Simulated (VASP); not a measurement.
# Na6InSn2 (C2/m) in VASP: further runs

Runs on Na6InSn2. Level: PBE. Tasks: single point.

Program: VASP 6.6.1. These are calculated values, not measurements. Logs are shortened: lines on timing, memory, paths and dates and some standing lists are left out, and cuts for length are marked.

### Step 1. The cell of the first run

The structure is monoclinic, space group C2/m (No. 12). The conventional cell has a = 10.237 Å, b = 5.560 Å, c = 9.464 Å, α = 90.00°, β = 98.07°, γ = 90.00°. Sn (site symmetry m) has 1 In at 2.60 Å and 6 Na at 3.21 to 3.36 Å within 3.4 Å. Within 3.6 Å of In (site symmetry 2/m) lie 2 Sn at 2.60 Å and 6 Na at 3.16 to 3.50 Å. Within 4.6 Å of Na (site symmetry m) lie 3 Sn at 3.31 to 3.33 Å and 11 Na at 3.31 to 4.55 Å and 2 In at 3.85 Å. Na (site symmetry m) has 3 In at 3.16 to 3.50 Å and 8 Na at 3.26 to 4.27 Å and 3 Sn at 3.36 to 3.57 Å within 4.3 Å. Within 4.2 Å of Na (site symmetry m) lie 4 Sn at 3.21 to 3.78 Å and 7 Na at 3.27 to 3.73 Å.

### Step 2. Single point, PBE

INCAR

```
PREC = Accurate
ENCUT = 520
EDIFF = 1E-7
ISMEAR = -1
SIGMA = 0.1
LREAL = F
LASPH = T
NELM = 100
ALGO = Normal
ISIF = 2
LWAVE = F
LCHARG = F
GGA = PE
NBANDS = 52
```

KPOINTS

```
Automatic mesh
0
Gamma
  4 4 2
```

POSCAR

```
Na6InSn2
1.0
    0.0000000000      5.5601610000      0.0000000000
    5.1184610000     -2.7800800000      0.0000000000
    1.3285650000      0.0000000000     -9.3701300000
Sn In Na
2 1 6
Direct
    0.1447400000      0.2894800000      0.7509700000
    0.8552600000      0.7105200000      0.2490300000
    0.0000000000      0.0000000000      0.0000000000
    0.4703000000      0.9406000000      0.7247000000
    0.5297000000      0.0594000000      0.2753000000
    0.2926000000      0.5852000000      0.0705000000
    0.7074000000      0.4148000000      0.9295000000
    0.1736000000      0.3472000000      0.4092000000
    0.8264000000      0.6528000000      0.5908000000
```

Potentials or basis: VASP PAW PBE potentials, release 64 (Sn_d, In_d, Na_pv).

Launch:

```
> cat potpaw_PBE.64/Sn_d/POTCAR potpaw_PBE.64/In_d/POTCAR potpaw_PBE.64/Na_pv/POTCAR > POTCAR
> mpirun -np 1 vasp_std > vasp.out
```

OUTCAR:

```text
PREC = Accurate
   ENCUT = 520
   EDIFF = 1E-7
   ISMEAR = -1
   LREAL = F
   LASPH = T
   NELM = 100
   ISIF = 2
   GGA = PE

 ion  position               nearest neighbor table
   1  0.145  0.289  0.751-   3 2.60   8 3.21
   2  0.855  0.711  0.249-   3 2.60   9 3.21
   3  0.000  0.000  0.000-   1 2.60   2 2.60   6 3.16   7 3.16
   4  0.470  0.941  0.725-
   5  0.530  0.059  0.275-
   6  0.293  0.585  0.071-   3 3.16
   7  0.707  0.415  0.929-   3 3.16
   8  0.174  0.347  0.409-   1 3.21
   9  0.826  0.653  0.591-   2 3.21

  LATTYP: Found a base centered monoclinic cell.
 ALAT       =    10.2369220000
 B/A-ratio  =     0.5431477352
 C/A-ratio  =     0.9244818039
 COS(beta)  =    -0.1403831701

  Lattice vectors:

 A1 = (  -5.1184610000,  -2.7800810000,   0.0000000000)
 A2 = (  -5.1184610000,   2.7800800000,   0.0000000000)
 A3 = (   1.3285650000,   0.0000000000,  -9.3701300000)

Analysis of symmetry for initial positions (statically):
=====================================================================
 Subroutine PRICEL returns:
 Original cell was already a primitive cell.

 Routine SETGRP: Setting up the symmetry group for a
 base centered monoclinic supercell.

 Subroutine GETGRP returns: Found  4 space group operations
 (whereof  4 operations were pure point group operations)
 out of a pool of  4 trial point group operations.

The static configuration has the point symmetry C_2h.

Analysis of symmetry for dynamics (positions and initial velocities):
=====================================================================
 Subroutine PRICEL returns:
 Original cell was already a primitive cell.

 Routine SETGRP: Setting up the symmetry group for a
 base centered monoclinic supercell.

 Subroutine GETGRP returns: Found  4 space group operations
 (whereof  4 operations were pure point group operations)
 out of a pool of  4 trial point group operations.

The dynamic configuration has the point symmetry C_2h.

 Subroutine INISYM returns: Found  4 space group operations
 (whereof  4 operations are pure point group operations),
 and found     1 'primitive' translations

----------------------------------------------------------------------------------------

                                     Primitive cell

  volume of cell :     266.6689

  direct lattice vectors                    reciprocal lattice vectors
     0.000000000  5.560161000  0.000000000     0.097685595  0.179850907  0.013850572
     5.118461000 -2.780080000  0.000000000     0.195371226  0.000000000  0.027701150
     1.328565000  0.000000000 -9.370130000     0.000000000  0.000000000 -0.106722105

  length of vectors
     5.560161000  5.824730708  9.463848117     0.205135718  0.197325289  0.106722105

  position of ions in fractional coordinates (direct lattice)
     0.144740000  0.289480000  0.750970000
     0.855260000  0.710520000  0.249030000
     0.000000000  0.000000000  0.000000000
     0.470300000  0.940600000  0.724700000
     0.529700000  0.059400000  0.275300000
     0.292600000  0.585200000  0.070500000
     0.707400000  0.414800000  0.929500000
     0.173600000  0.347200000  0.409200000
     0.826400000  0.652800000  0.590800000

  ion indices of the primitive-cell ions
   primitive index   ion index
                 1           1
                 2           2
                 3           3
                 4           4
                 5           5
                 6           6
                 7           7
                 8           8
                 9           9

----------------------------------------------------------------------------------------

 KPOINTS: Automatic mesh

Automatic generation of k-mesh.
 Grid dimensions read from file:
 generate k-points for:    4    4    2

 Generating k-lattice:

  Cartesian coordinates                     Fractional coordinates (reciprocal lattice)
     0.024421399  0.044962727  0.003462643     0.250000000  0.000000000  0.000000000
     0.048842806  0.000000000  0.006925287     0.000000000  0.250000000  0.000000000
     0.000000000  0.000000000 -0.053361053     0.000000000  0.000000000  0.500000000

  Length of vectors
     0.051283929  0.049331322  0.053361053

  Shift w.r.t. Gamma in fractional coordinates (k-lattice)
     0.000000000  0.000000000  0.000000000

 Subroutine IBZKPT returns following result:
 ===========================================

 Found     14 irreducible k-points:

 Following reciprocal coordinates:
            Coordinates               Weight
  0.000000  0.000000  0.000000      1.000000
  0.250000  0.000000  0.000000      4.000000
  0.500000  0.000000  0.000000      2.000000
  0.000000  0.250000  0.000000      2.000000
  0.250000  0.250000  0.000000      4.000000
  0.500000  0.250000  0.000000      2.000000
  0.000000  0.500000  0.000000      1.000000
  0.000000  0.000000  0.500000      1.000000
  0.250000  0.000000  0.500000      4.000000
  0.500000  0.000000  0.500000      2.000000
  0.000000  0.250000  0.500000      2.000000
  0.250000  0.250000  0.500000      4.000000
  0.500000  0.250000  0.500000      2.000000
  0.000000  0.500000  0.500000      1.000000
   k-points           NKPTS =     14   k-points in BZ     NKDIM =     14   number of bands    NBANDS=     52
   number of dos      NEDOS =    301   number of ions     NIONS =      9
   total plane-waves  NPLWV = 141120
   dimension x,y,z NGX =    42 NGY =   48 NGZ =   70
   dimension x,y,z NGXF=    84 NGYF=   96 NGZF=  140
   ions per type =               2   1   6
   NGX,Y,Z   is equivalent  to a cutoff of  12.56, 13.70, 12.30 a.u.
   NGXF,Y,Z  is equivalent  to a cutoff of  25.12, 27.40, 24.59 a.u.
 SYSTEM =  unknown system
   PREC   = accura    normal or accurate (medium, high low for compatibility)
   ISTART =      0    job   : 0-new  1-cont  2-samecut
   ICHARG =      2    charge: 1-file 2-atom 10-const
   ISPIN  =      1    spin polarized calculation?
   LNONCOLLINEAR =      F non collinear calculations
   LSORBIT =      F    spin-orbit coupling
   LASPH  =      T    aspherical Exc in radial PAW
   ENCUT  =  520.0 eV  38.22 Ry    6.18 a.u.  10.34 10.83 17.60*2*pi/ulx,y,z
   NELM   =    100;   NELMIN=  2; NELMDL= -5     # of ELM steps
   EDIFF  = 0.1E-06   stopping-criterion for ELM
   LREAL  =      F    real-space projection
   EDIFFG = 0.1E-05   stopping-criterion for IOM
   NSW    =      0    number of steps for IOM
   IBRION =     -1    ionic relax: 0-MD 1-quasi-New 2-CG
   NFREE  =      0    steps in history (QN), initial steepest desc. (CG)
   ISIF   =      2    stress and relaxation
   ISYM   =      2    0-nonsym 1-usesym 2-fastsym
   POTIM  = 0.5000    time-step for ionic-motion
   TEBEG  =    0.0;   TEEND  =   0.0 temperature during run
   PSTRESS=    0.0 pullay stress
   NELECT =      83.0000    total number of electrons
   NUPDOWN=      -1.0000    fix difference up-down
   EMIN   =  10.00;   EMAX   =-10.00  energy-range for DOS
   EFERMI =   0.00;   METHOD = LEGACY
   ISMEAR =    -1;   SIGMA  =   0.10  broadening in eV -4-tet -1-fermi 0-gaus
   EFERMI_NEDOS =   21; number of points for ismear=-14 and -15
   IALGO  =     38    algorithm
   IMIX   =      4    mixing-type and parameters
     AMIX     =   0.40;   BMIX     =  1.00
     AMIX_MAG =   1.60;   BMIX_MAG =  1.00
  volume/ion in A,a.u.               =      29.63       199.95
  Fermi-wavevector in a.u.,A,eV,Ry     =   1.109456  2.096568 16.747310  1.230893
  Thomas-Fermi vector in A             =   2.245996
   LORBIT       =      0    0 simple, 1 ext, 2 COOP (PROOUT), +10 PAW based schemes
   GGA     = PE    functional components
   LHFCALC =     F    Hartree Fock is set to
   AEXX    =    0.0000 exact exchange contribution
   IVDW    =     0    specifies the selected vdW correction
   LEPSILON=     F    determine dielectric tensor
   LRPA    =     F    only Hartree local field effects (RPA)
 non-spin polarized calculation
  energy-cutoff  :      520.00
  volume of cell :      266.67
 maximum number of plane-waves:      7202
 NGX is ok and might be reduce to    42
   NGX = 21   NGY = 21   NGZ = 35

 number of electron      83.0000014 magnetization

 Free energy of the ion-electron system (eV)
  ---------------------------------------------------
  ext. energy  EPLUGINS =         0.00000000
  ---------------------------------------------------
  free energy    TOTEN  =       -19.20206941 eV

  energy without entropy =      -19.10008171  energy(sigma->0) =      -19.15107556

 E-fermi :   2.9462     XC(G=0):  -7.9130

 val. band max:        2.8826815431   @ k =   0.2500   0.2500   0.5000
 cond. band min:       2.9579605562   @ k =   0.0000   0.5000   0.5000
 fundamental gap:      0.0752790131
 Fermi energy:         2.9462421104

 k-point     1 :       0.0000    0.0000    0.0000
  band No.  band energies     occupation
      1     -22.0856      2.00000
      2     -22.0850      2.00000
      3     -22.0799      2.00000
      4     -22.0767      2.00000
      5     -22.0763      2.00000
      6     -22.0686      2.00000
[... 44 lines left out ...]
     51       6.1607      0.00000
     52       6.3547      0.00000

 k-point     2 :       0.2500    0.0000    0.0000
  band No.  band energies     occupation
      1     -22.0866      2.00000
      2     -22.0859      2.00000
      3     -22.0788      2.00000
      4     -22.0772      2.00000
      5     -22.0758      2.00000
      6     -22.0683      2.00000
[... 44 lines left out ...]
     51       6.4513      0.00000
     52       6.9537      0.00000
[... 603 lines left out ...]
     51       7.3801      0.00000
     52       8.0061      0.00000

 k-point    14 :       0.0000    0.5000    0.5000
  band No.  band energies     occupation
      1     -22.0863      2.00000
      2     -22.0862      2.00000
      3     -22.0796      2.00000
      4     -22.0775      2.00000
      5     -22.0754      2.00000
      6     -22.0676      2.00000
[... 44 lines left out ...]
     51       7.6157      0.00000
     52       7.8421      0.00000

------------------------ aborting loop because EDIFF is reached ----------------------------------------

  FORCE on cell =-STRESS in cart. coord.  units (eV):
  Direction    XX          YY          ZZ          XY          YZ          ZX
  --------------------------------------------------------------------------------------
  -------------------------------------------------------------------------------------
  Total        2.0886699     -0.2719948      6.5545466      0.0000002      0.0000004      2.7276414
  in kB       12.5489679     -1.6341757     39.3804662      0.0000015      0.0000021     16.3879821
  external PRESSURE =      16.7650861 kB  Pullay stress =       0.0000000 kB

 VOLUME and BASIS-vectors are now :
 -----------------------------------------------------------------------------
  energy-cutoff  :      520.00
  volume of cell :      266.67
      direct lattice vectors                 reciprocal lattice vectors
     0.000000000  5.560161000  0.000000000     0.097685595  0.179850907  0.013850572
     5.118461000 -2.780080000  0.000000000     0.195371226  0.000000000  0.027701150
     1.328565000  0.000000000 -9.370130000     0.000000000  0.000000000 -0.106722105

 POSITION                                       TOTAL-FORCE (eV/Angst)
 -----------------------------------------------------------------------------------
      2.47940      0.00000     -7.03669         0.672774      0.000000      1.353739
      3.96762      2.78008     -2.33344        -0.672774     -0.000000     -1.353739
      0.00000      0.00000      0.00000        -0.000000      0.000000     -0.000000
      5.77724      0.00000     -6.79053         0.003938      0.000000      0.031639
      0.66979      2.78008     -2.57960        -0.003938     -0.000000     -0.031639
      3.08899      0.00000     -0.66059         0.148937      0.000000     -0.007685
      3.35804      2.78008     -8.70954        -0.148937     -0.000000      0.007685
      2.32078      0.00000     -3.83426        -0.004667     -0.000000     -0.044525
      4.12625      2.78008     -5.53587         0.004667      0.000000      0.044525
 -----------------------------------------------------------------------------------
    total drift:                                0.000000      0.000000     -0.000000

  FREE ENERGIE OF THE ION-ELECTRON SYSTEM (eV)
  ---------------------------------------------------
  free  energy   TOTEN  =       -19.2020694084 eV

  energy  without entropy=      -19.1000817098  energy(sigma->0) =      -19.15107556
```

Run time: 2.1 min. Hardware: 1 thread of Intel Xeon 6975P-C (Granite Rapids), shared host; peak memory 0.44 GiB.

What came out:

```yaml
Free_energy: -19.2021 eV
Pressure: 1.7 GPa
Largest_force: 1.512 eV/Å
Band_gap_on_the_k_mesh: zero (an odd number of electrons rules out a gap without spin polarisation)
```

Forces in eV/Å, atoms in the order of the input:
```
Sn   0.673  0.000  1.354
Sn  -0.673  0.000 -1.354
In   0.000  0.000  0.000
Na   0.004  0.000  0.032
Na  -0.004  0.000 -0.032
Na   0.149  0.000 -0.008
Na  -0.149  0.000  0.008
Na  -0.005  0.000 -0.045
Na   0.005  0.000  0.045
```

Stress tensor (GPa, compression positive):
```
 1.25  0.00  1.64
 0.00 -0.16  0.00
 1.64  0.00  3.94
```

Caveat: spin-orbit coupling is left out, which moves the levels of the heavy elements; forces of over 1 eV/Å act on the atoms, so gaps and moduli don't describe the material at rest.

(Part 1 of 2 ends here.)

The gap in the log of VASP goes by the Fermi energy; the results here count the filled bands.